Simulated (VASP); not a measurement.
# Cd (P6_3/mmc) in VASP: notebook

Runs on Cd. Level: revPBE. Tasks: single point, relaxation of cell and atoms.

All numbers are computed with VASP 6.6.1; they aren't measurements. Logs are shortened: lines on timing, memory, paths and dates and some standing lists are left out, and cuts for length are marked.

### Step 1. The cell of the first run

Symmetry: P6_3/mmc, No. 194, hexagonal system. Conventional cell: a = 3.315 Å, b = 3.315 Å, c = 10.847 Å, α = 90.00°, β = 90.00°, γ = 120.00°. Within 4.4 Å of Cd (site symmetry -3m) lie 12 Cd at 3.31 to 3.32 Å. Cd (site symmetry -6m2) has 12 Cd at 3.31 to 3.32 Å within 4.4 Å.

### Step 2. Single point, revPBE (volume scaled by 1.08)

Contents of INCAR:

```
PREC     = Accurate       # precision mode
ENCUT    = 520            # plane-wave cutoff, eV
EDIFF    = 1E-7           # SCF threshold, eV
ISMEAR   = -1             # smearing method
SIGMA    = 0.1            # smearing width, eV
LREAL    = False          # projectors in reciprocal space
LASPH    = True           # aspherical terms in the spheres
NELM     = 100            # most SCF steps
ALGO     = Normal         # electronic algorithm
ISIF     = 2              # what is computed and relaxed
LWAVE    = False          # write WAVECAR
LCHARG   = True           # write CHGCAR
GGA      = RE             # functional
LELF     = True           # ELF
LVHAR    = True         
NBANDS   = 32             # bands
```

Contents of KPOINTS:

```
Automatic mesh
0
Gamma
  13 13 4
```

Contents of POSCAR:

```
Cd
1.0
    3.3149804168      0.0000000000      0.0000000000
   -1.6574902084      2.8708572540      0.0000000000
    0.0000000000      0.0000000000     10.8472935523
Cd
4
Direct
    0.0000000000      1.0000000000      0.0000000000
    0.0000000000      0.0000000000      0.5000000000
    0.3333333333      0.6666666667      0.2500000000
    0.6666666667      0.3333333333      0.7500000000
```

Potentials or basis: VASP PAW PBE potentials, release 64 (Cd).

The run is started by

```sh
$ cat potpaw_PBE.64/Cd/POTCAR > POTCAR
$ mpirun -np 1 vasp_std > vasp.out
```

OUTCAR:

```text
PREC = Accurate
   ENCUT = 520
   EDIFF = 1E-7
   ISMEAR = -1
   LREAL = False
   LASPH = True
   NELM = 100
   ISIF = 2
   GGA = RE

 ion  position               nearest neighbor table
   1  0.000  0.000  0.000-   3 3.32   4 3.32   4 3.32   3 3.32   4 3.32   3 3.32
   2  0.000  0.000  0.500-   3 3.32   4 3.32   4 3.32   3 3.32   4 3.32   3 3.32
   3  0.333  0.667  0.250-   1 3.32   2 3.32   1 3.32   2 3.32   1 3.32   2 3.32
   4  0.667  0.333  0.750-   1 3.32   2 3.32   1 3.32   2 3.32   1 3.32   2 3.32

  LATTYP: Found a hexagonal cell.
 ALAT       =     3.3149804168
 C/A-ratio  =     3.2722044140

  Lattice vectors:

 A1 = (   3.3149804168,   0.0000000000,   0.0000000000)
 A2 = (  -1.6574902084,   2.8708572540,   0.0000000000)
 A3 = (   0.0000000000,   0.0000000000,  10.8472935523)

Analysis of symmetry for initial positions (statically):
=====================================================================
 Subroutine PRICEL returns:
 Original cell was already a primitive cell.

 Routine SETGRP: Setting up the symmetry group for a
 hexagonal supercell.

 Subroutine GETGRP returns: Found 24 space group operations
 (whereof 12 operations were pure point group operations)
 out of a pool of 24 trial point group operations.

The static configuration has the point symmetry D_3d.
 The point group associated with its full space group is D_6h.

Analysis of symmetry for dynamics (positions and initial velocities):
=====================================================================
 Subroutine PRICEL returns:
 Original cell was already a primitive cell.

 Routine SETGRP: Setting up the symmetry group for a
 hexagonal supercell.

 Subroutine GETGRP returns: Found 24 space group operations
 (whereof 12 operations were pure point group operations)
 out of a pool of 24 trial point group operations.

The dynamic configuration has the point symmetry D_3d.
 The point group associated with its full space group is D_6h.

 Subroutine INISYM returns: Found 24 space group operations
 (whereof 12 operations are pure point group operations),
 and found     1 'primitive' translations

----------------------------------------------------------------------------------------

                                     Primitive cell

  volume of cell :     103.2319

  direct lattice vectors                    reciprocal lattice vectors
     3.314980417  0.000000000  0.000000000     0.301660907  0.174164006  0.000000000
    -1.657490208  2.870857254  0.000000000     0.000000000  0.348328012  0.000000000
     0.000000000  0.000000000 10.847293552     0.000000000  0.000000000  0.092188894

  length of vectors
     3.314980417  3.314980417 10.847293552     0.348328012  0.348328012  0.092188894

  position of ions in fractional coordinates (direct lattice)
     0.000000000  0.000000000  0.000000000
     0.000000000  0.000000000  0.500000000
     0.333333333  0.666666667  0.250000000
     0.666666667  0.333333333  0.750000000

  ion indices of the primitive-cell ions
   primitive index   ion index
                 1           1
                 2           2
                 3           3
                 4           4

----------------------------------------------------------------------------------------

 KPOINTS: Automatic mesh

Automatic generation of k-mesh.
 Grid dimensions read from file:
 generate k-points for:   13   13    4

 Generating k-lattice:

  Cartesian coordinates                     Fractional coordinates (reciprocal lattice)
     0.023204685  0.013397231  0.000000000     0.076923077  0.000000000  0.000000000
     0.000000000  0.026794462  0.000000000     0.000000000  0.076923077  0.000000000
     0.000000000  0.000000000  0.023047224     0.000000000  0.000000000  0.250000000

  Length of vectors
     0.026794462  0.026794462  0.023047224

  Shift w.r.t. Gamma in fractional coordinates (k-lattice)
     0.000000000  0.000000000  0.000000000

 Subroutine IBZKPT returns following result:
 ===========================================

 Found     63 irreducible k-points:

 Following reciprocal coordinates:
            Coordinates               Weight
  0.000000  0.000000  0.000000      1.000000
  0.076923  0.000000  0.000000      6.000000
  0.153846  0.000000  0.000000      6.000000
  0.230769  0.000000  0.000000      6.000000
  0.307692  0.000000  0.000000      6.000000
  0.384615  0.000000  0.000000      6.000000
[... 16 lines left out ...]
  0.076923  0.000000  0.250000     12.000000
  0.153846  0.000000  0.250000     12.000000
 [... further k-points ...]
   k-points           NKPTS =     63   k-points in BZ     NKDIM =     63   number of bands    NBANDS=     32
   number of dos      NEDOS =    301   number of ions     NIONS =      4
   total plane-waves  NPLWV =  65856
   dimension x,y,z NGX =    28 NGY =   28 NGZ =   84
   dimension x,y,z NGXF=    56 NGYF=   56 NGZF=  168
   ions per type =               4
   NGX,Y,Z   is equivalent  to a cutoff of  14.04, 14.04, 12.87 a.u.
   NGXF,Y,Z  is equivalent  to a cutoff of  28.08, 28.08, 25.75 a.u.
 SYSTEM =  unknown system
   PREC   = accura    normal or accurate (medium, high low for compatibility)
   ISTART =      0    job   : 0-new  1-cont  2-samecut
   ICHARG =      2    charge: 1-file 2-atom 10-const
   ISPIN  =      1    spin polarized calculation?
   LNONCOLLINEAR =      F non collinear calculations
   LSORBIT =      F    spin-orbit coupling
   LASPH  =      T    aspherical Exc in radial PAW
   ENCUT  =  520.0 eV  38.22 Ry    6.18 a.u.   6.16  6.16 20.17*2*pi/ulx,y,z
   NELM   =    100;   NELMIN=  2; NELMDL= -5     # of ELM steps
   EDIFF  = 0.1E-06   stopping-criterion for ELM
   LREAL  =      F    real-space projection
   EDIFFG = 0.1E-05   stopping-criterion for IOM
   NSW    =      0    number of steps for IOM
   IBRION =     -1    ionic relax: 0-MD 1-quasi-New 2-CG
   NFREE  =      0    steps in history (QN), initial steepest desc. (CG)
   ISIF   =      2    stress and relaxation
   ISYM   =      2    0-nonsym 1-usesym 2-fastsym
   POTIM  = 0.5000    time-step for ionic-motion
   TEBEG  =    0.0;   TEEND  =   0.0 temperature during run
   PSTRESS=    0.0 pullay stress
   NELECT =      48.0000    total number of electrons
   NUPDOWN=      -1.0000    fix difference up-down
   EMIN   =  10.00;   EMAX   =-10.00  energy-range for DOS
   EFERMI =   0.00;   METHOD = LEGACY
   ISMEAR =    -1;   SIGMA  =   0.10  broadening in eV -4-tet -1-fermi 0-gaus
   EFERMI_NEDOS =   21; number of points for ismear=-14 and -15
   IALGO  =     38    algorithm
   IMIX   =      4    mixing-type and parameters
     AMIX     =   0.40;   BMIX     =  1.00
     AMIX_MAG =   1.60;   BMIX_MAG =  1.00
  volume/ion in A,a.u.               =      25.81       174.16
  Fermi-wavevector in a.u.,A,eV,Ry     =   1.268286  2.396713 21.885649  1.608550
  Thomas-Fermi vector in A             =   2.401389
   LORBIT       =      0    0 simple, 1 ext, 2 COOP (PROOUT), +10 PAW based schemes
   GGA     = RE    functional components
   LHFCALC =     F    Hartree Fock is set to
   AEXX    =    0.0000 exact exchange contribution
   IVDW    =     0    specifies the selected vdW correction
   LEPSILON=     F    determine dielectric tensor
   LRPA    =     F    only Hartree local field effects (RPA)
 non-spin polarized calculation
  energy-cutoff  :      520.00
  volume of cell :      103.23
 maximum number of plane-waves:      2816
 NGX is ok and might be reduce to    28
   NGX = 13   NGY = 13   NGZ = 41

 number of electron      47.9999991 magnetization

 Free energy of the ion-electron system (eV)
  ---------------------------------------------------
  ext. energy  EPLUGINS =         0.00000000
  ---------------------------------------------------
  free energy    TOTEN  =        -1.62054116 eV

  energy without entropy =       -1.56371370  energy(sigma->0) =       -1.59212743

 E-fermi :   1.9052     XC(G=0): -10.0305

 val. band max:        1.9045944550   @ k =   0.3077   0.3077   0.5000
 cond. band min:       1.9132056775   @ k =   0.4615   0.0000   0.0000
 fundamental gap:      0.0086112225
 Fermi energy:         1.9051684886

 k-point     1 :       0.0000    0.0000    0.0000
  band No.  band energies     occupation
      1      -7.2369      2.00000
      2      -7.0839      2.00000
      3      -7.0641      2.00000
      4      -6.9497      2.00000
      5      -6.9465      2.00000
      6      -6.9465      2.00000
[... 24 lines left out ...]
     31      13.8293      0.00000
     32      14.0194      0.00000

 k-point     2 :       0.0769    0.0000    0.0000
  band No.  band energies     occupation
      1      -7.2099      2.00000
      2      -7.0726      2.00000
      3      -7.0447      2.00000
      4      -6.9582      2.00000
      5      -6.9507      2.00000
      6      -6.9440      2.00000
[... 24 lines left out ...]
     31      12.6335      0.00000
     32      13.4552      0.00000

 k-point     3 :       0.1538    0.0000    0.0000
  band No.  band energies     occupation
      1      -7.1634      2.00000
      2      -7.0713      2.00000
      3      -7.0308      2.00000
      4      -6.9727      2.00000
      5      -6.9606      2.00000
      6      -6.9553      2.00000
[... 24 lines left out ...]
     31      10.9923      0.00000
     32      12.5075      0.00000

 k-point     4 :       0.2308    0.0000    0.0000
  band No.  band energies     occupation
      1      -7.1908      2.00000
      2      -7.1077      2.00000
      3      -7.0706      2.00000
      4      -7.0143      2.00000
      5      -7.0106      2.00000
      6      -6.9092      2.00000
[... 654 lines left out ...]
     31      13.5408      0.00000
     32      13.8106      0.00000

 k-point    23 :       0.0769    0.0000    0.2500
  band No.  band energies     occupation
      1      -7.1979      2.00000
      2      -7.1156      2.00000
      3      -7.0092      2.00000
      4      -6.9654      2.00000
      5      -6.9491      2.00000
      6      -6.9239      2.00000
[... 24 lines left out ...]
     31      12.9218      0.00000
     32      13.2036      0.00000

 k-point    24 :       0.1538    0.0000    0.2500
  band No.  band energies     occupation
      1      -7.1543      2.00000
      2      -7.0955      2.00000
      3      -7.0148      2.00000
      4      -6.9782      2.00000
      5      -6.9645      2.00000
      6      -6.9415      2.00000
[... 24 lines left out ...]
     31      11.0905      0.00000
     32      11.8604      0.00000

 [... further k-points ...]

------------------------ aborting loop because EDIFF is reached ----------------------------------------

  FORCE on cell =-STRESS in cart. coord.  units (eV):
  Direction    XX          YY          ZZ          XY          YZ          ZX
  --------------------------------------------------------------------------------------
  -------------------------------------------------------------------------------------
  Total       -1.2054505     -1.2054505     -1.2295307      0.0000000      0.0000000      0.0000000
  in kB      -18.7088038    -18.7088038    -19.0825320      0.0000000      0.0000000      0.0000000
  external PRESSURE =     -18.8333799 kB  Pullay stress =       0.0000000 kB

 VOLUME and BASIS-vectors are now :
 -----------------------------------------------------------------------------
  energy-cutoff  :      520.00
  volume of cell :      103.23
      direct lattice vectors                 reciprocal lattice vectors
     3.314980417  0.000000000  0.000000000     0.301660907  0.174164006  0.000000000
    -1.657490208  2.870857254  0.000000000     0.000000000  0.348328012  0.000000000
     0.000000000  0.000000000 10.847293552     0.000000000  0.000000000  0.092188894

 POSITION                                       TOTAL-FORCE (eV/Angst)
 -----------------------------------------------------------------------------------
      0.00000      0.00000      0.00000        -0.000000      0.000000      0.000000
      0.00000      0.00000      5.42365        -0.000000      0.000000      0.000000
     -0.00000      1.91390      2.71182         0.000000     -0.000000     -0.000000
      1.65749      0.95695      8.13547        -0.000000      0.000000     -0.000000
 -----------------------------------------------------------------------------------
    total drift:                                0.000000     -0.000000      0.000000

  FREE ENERGIE OF THE ION-ELECTRON SYSTEM (eV)
  ---------------------------------------------------
  free  energy   TOTEN  =        -1.6205411621 eV

  energy  without entropy=       -1.5637137042  energy(sigma->0) =       -1.59212743
```

It took 8.5 min on 1 thread of Oxide Virtual Turin-like, shared host; peak memory 0.29 GiB.

Results:

```
Free energy            : -1.6205 eV
Pressure               : -1.9 GPa
Band gap on the k mesh : zero (band 24 reaches 2.90 eV, above the bottom of band 25 at 0.30 eV)
```

Levels at points of the mesh, in eV from the Fermi level:
| k point | band 20 | band 21 | band 22 | band 23 | band 24 | band 25 | band 26 | band 27 | band 28 | band 29 |
| --- | --- | --- | --- | --- | --- | --- | --- | --- | --- | --- |
| (0.00, 0.00, 0.00) | -8.30 | -7.68 | -6.20 | -6.19 | -1.77 | -1.60 | 5.46 | 5.46 | 11.06 | 11.06 |
| (0.00, 0.00, 0.50) | -8.35 | -7.32 | -7.32 | -4.30 | -4.30 | 1.59 | 1.59 | 9.76 | 9.76 | 11.33 |

Caveat: the cell differs from its parent crystal (volume scaled by 1.08); the PAW data sets were made with another functional, which shifts forces and pressure a little.

### Step 3. Single point, revPBE (volume scaled by 1.12)

Contents of INCAR:

```
PREC = Accurate
ENCUT = 520
EDIFF = 1E-6
ISMEAR = -1
SIGMA = 0.1
LREAL = False
LASPH = True
NELM = 80
ALGO = Normal
ISIF = 2
LWAVE = False
LCHARG = True
GGA = RE
LELF = True
LVHAR = True
NBANDS = 32
```

KPOINTS is that of step 2.

Contents of POSCAR:

```
Cd
1.0
    3.3554109919      0.0000000000      0.0000000000
   -1.6777054959      2.9058711592      0.0000000000
    0.0000000000      0.0000000000     10.9795906585
Cd
4
Direct
    0.0000000000      1.0000000000      0.0000000000
    0.0000000000      0.0000000000      0.5000000000
    0.3333333333      0.6666666667      0.2500000000
    0.6666666667      0.3333333333      0.7500000000
```

Potentials or basis: VASP PAW PBE potentials, release 64 (Cd).

The run is started by

```sh
$ cat potpaw_PBE.64/Cd/POTCAR > POTCAR
$ mpirun -np 1 vasp_std > vasp.out
```

Run time: 5.7 min. Hardware: 1 thread of Oxide Virtual Turin-like, shared host; peak memory 0.29 GiB.

Results (log left out):

* Free energy: -1.5679 eV
* Pressure: -2.5 GPa
* Band gap on the k mesh: zero (band 24 reaches 2.58 eV, above the bottom of band 25 at 0.06 eV)

Stress tensor (GPa, compression positive):
```
-2.46  0.00  0.00
 0.00 -2.46  0.00
 0.00  0.00 -2.60
```

Levels at points of the mesh, in eV from the Fermi level:
```csv
k point,band 20,band 21,band 22,band 23,band 24,band 25,band 26,band 27,band 28,band 29
"(0.00, 0.00, 0.00)",-8.26,-7.44,-6.00,-5.99,-1.62,-1.62,5.33,5.33,10.78,10.78
"(0.00, 0.00, 0.50)",-8.30,-7.09,-7.09,-4.16,-4.16,1.57,1.57,9.54,9.54,11.04
```

Caveat: the cell differs from its parent crystal (volume scaled by 1.12); the PAW data sets were made with another functional, which shifts forces and pressure a little.

### Step 4. Single point, revPBE

This run uses another cell than the first one, of 23.90 Å³/atom, 0.926 times its volume.

Contents of INCAR:

```
SYSTEM = Cd
ALGO = Normal
EDIFF = 1E-7
ENCUT = 520
GGA = RE
ISIF = 2
ISMEAR = -1
LASPH = .True.
LCHARG = .False.
LREAL = .False.
LWAVE = .False.
NBANDS = 32
NELM = 60
PREC = Accurate
SIGMA = 0.1
```

Contents of KPOINTS:

```
k-points
0
Gamma
  15 15 4
  0 0 0
```

Contents of POSCAR:

```
Cd
1.0
    3.2310205136      0.0000000000      0.0000000000
   -1.6155102567      2.7981458449      0.0000000000
    0.0000000000      0.0000000000     10.5725595862
Cd
4
Direct
    0.0000000000      1.0000000000      0.0000000000
    0.0000000000      0.0000000000      0.5000000000
    0.3333333333      0.6666666667      0.2500000000
    0.6666666667      0.3333333333      0.7500000000
```

The run is started by

```sh
$ cat potpaw_PBE.64/Cd/POTCAR > POTCAR
$ mpirun -np 1 vasp_std > vasp.out
```

Wall time 7.5 min (1 thread of Oxide Virtual Turin-like, shared host); peak memory 0.28 GiB.

The run converged. Its results:

- Free energy: -1.6691 eV
- Pressure: 0.1 GPa
- Band gap on the k mesh: zero (band 24 reaches 3.63 eV, above the bottom of band 25 at 0.87 eV)

Stress tensor (GPa, compression positive):
```
0.16 0.00 0.00
0.00 0.16 0.00
0.00 0.00 0.06
```

Levels at points of the mesh, in eV from the Fermi level:
```tsv
k point	band 22	band 23	band 24	band 25	band 26	band 27
(0.00, 0.00, 0.00)	-6.60	-6.59	-2.05	-1.52	5.76	5.76
(0.00, 0.00, 0.50)	-7.81	-4.58	-4.58	1.70	1.70	10.27
```

Caveat: the PAW data sets were made with another functional, which shifts forces and pressure a little.

### Step 5. Relaxation of cell and atoms, revPBE

This run uses another cell than the first one, of 21.59 Å³/atom, 0.836 times its volume.

Contents of INCAR:

```
ALGO = Normal ; EDIFF = 1E-6
EDIFFG = -0.01 ; ENCUT = 600
GGA = RE ; IBRION = 2
ISIF = 3 ; ISMEAR = -1
LASPH = True ; LCHARG = False
LREAL = False ; LWAVE = False
NELM = 80 ; NSW = 80
PREC = Accurate ; SIGMA = 0.1
```

Contents of KPOINTS:

```
k-points
0
Gamma
  12 12 3
```

Contents of POSCAR:

```
Cd
1.0
    3.1252932589      0.0000000000      0.0000000000
   -1.5626466294      2.7065833565      0.0000000000
    0.0000000000      0.0000000000     10.2072077835
Cd
4
Direct
    0.0000000000      0.0000000000      0.0000000000
    0.0000000000      0.0000000000      0.5000000000
    0.3333333333      0.6666666667      0.2500000000
    0.6666666667      0.3333333333      0.7500000000
```

The run is started by

```sh
$ cat potpaw_PBE.64/Cd/POTCAR > POTCAR
$ mpirun -np 1 vasp_std > vasp.out
```

Wall time 6 min (1 thread of Oxide Virtual Turin-like, shared host); peak memory 0.25 GiB.

The run converged. Its results:

```yaml
Free_energy: -1.6733 eV
Relaxed_volume: 24.00 Å³/atom
Relaxed_cell: a = 3.241 Å, b = 3.241 Å, c = 10.553 Å, α = 90.00°, β = 90.00°, γ = 120.00°
Space_group_after_relaxing_to_0.05_Å: P6_3/mmc (No. 194)
Energy_gained_by_relaxing: 31.2 meV/atom
Ionic_steps: 3
Pressure_after_relaxing: 0.0 GPa
Band_gap_on_the_k_mesh: zero (band 24 reaches 3.60 eV, above the bottom of band 25 at 0.89 eV)
```

Step by step:
```csv
step,energy change (eV),largest force (eV/Å),pressure (GPa),volume (Å³)
1,0.0000,0.0000,4.75,86.34
2,-0.1230,0.0000,0.47,94.58
3,-0.1248,0.0000,-0.05,96.00
```

Final structure:
```
Cd
1.0
     3.24105    0.00000    0.00000
    -1.62053    2.80683    0.00000
     0.00000    0.00000   10.55332
Cd
4
Direct
  0.00000 0.00000 0.00000
  0.00000 0.00000 0.50000
  0.33333 0.66667 0.25000
  0.66667 0.33333 0.75000
```

Levels at points of the mesh, in eV from the Fermi level:
| k point | band 21 | band 22 | band 23 | band 24 | band 25 | band 26 | band 27 | band 28 |
| --- | --- | --- | --- | --- | --- | --- | --- | --- |
| (0.00, 0.00, 0.00) | -8.17 | -6.57 | -6.56 | -2.01 | -1.47 | 5.83 | 5.83 | 11.59 |
| (0.50, 0.00, 0.00) | -2.48 | -2.48 | -1.46 | -1.31 | -0.70 | -0.47 | 2.89 | 3.22 |

Caveat: the PAW data sets were made with another functional, which shifts forces and pressure a little.

### Step 6. Summary

```tsv
task	cell	k mesh	cutoff (eV)	gap on the mesh (eV)	pressure (GPa)
single point	a = 3.315, b = 3.315, c = 10.847 Å, angles 90.0, 90.0, 120.0°, 4 atoms	13 × 13 × 4	520	none	-1.9
single point	a = 3.355, b = 3.355, c = 10.980 Å, angles 90.0, 90.0, 120.0°, 4 atoms	13 × 13 × 4	520	none	-2.5
single point	a = 3.231, b = 3.231, c = 10.573 Å, angles 90.0, 90.0, 120.0°, 4 atoms	15 × 15 × 4	520	none	0.1
relaxation of cell and atoms	relaxed from a = 3.125, b = 3.125, c = 10.207 Å, angles 90.0, 90.0, 120.0°, 4 atoms	12 × 12 × 3	600	none	0.0
```

Alike in all rows: level revPBE; potentials or basis VASP PAW PBE potentials, release 64 (Cd); no spin polarisation; smearing fermi-dirac 0.1 eV.

Caveats: the PAW data sets were made with another functional, which shifts forces and pressure a little.

Absolute energies hang on the potentials; compare differences alone.
